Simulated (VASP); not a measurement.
# CuO: single point with PBE+U

CuO:

```xyz
4
Lattice="2.3056 -1.7296 0.0728 2.3158 1.7435 0.0481 -0.7081 -0.0390 5.1291" Properties=species:S:1:pos:R:3 pbc="T T T"
Cu    1.1008    0.8093    0.3341
Cu    1.1067   -0.5643    2.4735
O     1.8111   -0.4788    1.4095
O     1.8512    0.1962    3.6580
```

```yaml
Program: VASP 6.6.1
Task: single point
Functional: PBE
Potentials_or_basis: VASP PAW PBE potentials, release 64 (Cu, O)
Cutoff: 520 eV
k_mesh: 10 × 10 × 5
Occupations: fermi-dirac, width 0.05 eV
Spin: no spin polarisation
Hubbard_terms: Cu d U = 4.0 eV
Dipole_correction: no
Further_INCAR_settings: ALGO = Normal; EDIFF = 1e-06; NBANDS = 25
```

```yaml
Pressure: 84.0 GPa
Largest_force: 36.952 eV/Å
Band_gap_on_the_k_mesh: zero (band 17 reaches 5.74 eV, above the bottom of band 18 at 5.28 eV)
```

Forces on the atoms (eV/Å):
```
Cu    0.007   1.167  -3.181
Cu  -23.304  -6.308  27.974
O    20.188   1.952 -30.132
O     3.109   3.189   5.339
```

Stress tensor (GPa, compression positive):
```
 76.32   8.13 -67.42
  8.13  24.20   1.02
-67.42   1.02 151.59
```

Levels at points of the mesh, in eV from the Fermi level:
| k point | band 13 | band 14 | band 15 | band 16 | band 17 | band 18 | band 19 | band 20 | band 21 | band 22 |
| --- | --- | --- | --- | --- | --- | --- | --- | --- | --- | --- |
| (0.00, 0.00, 0.00) | -2.77 | -2.00 | -1.76 | -0.36 | 0.23 | 0.30 | 1.63 | 6.60 | 7.01 | 12.73 |
| (0.50, 0.00, 0.00) | -2.78 | -2.45 | -2.29 | -1.81 | -0.03 | 0.64 | 4.52 | 6.08 | 6.65 | 10.31 |
| (0.00, 0.50, 0.00) | -2.77 | -2.42 | -1.86 | -1.22 | -0.03 | 0.34 | 5.17 | 6.01 | 7.17 | 9.47 |
| (0.50, 0.50, 0.00) | -2.63 | -2.49 | -1.98 | -1.81 | -1.29 | 0.98 | 4.23 | 7.02 | 8.28 | 9.48 |

Eigenvalues of the final occupation matrices:
| site | spin | trace | eigenvalues |
| --- | --- | --- | --- |
| site 1 d | 1 | 4.71 | 0.90 0.94 0.95 0.96 0.96 |
| site 1 d | 2 | 4.71 | 0.90 0.94 0.95 0.96 0.96 |
| site 2 d | 1 | 4.86 | 0.85 0.98 0.98 1.01 1.04 |
| site 2 d | 2 | 4.86 | 0.85 0.98 0.98 1.01 1.04 |

Run time: 6.4 min on 1 thread of AMD EPYC 7R43 64-Core Processor (Zen 3), on a shared host, peak memory 0.29 GiB.

Caveat: U without spin polarisation on a metal has little footing; forces of over 1 eV/Å act on the atoms, so gaps and moduli don't describe the material at rest.
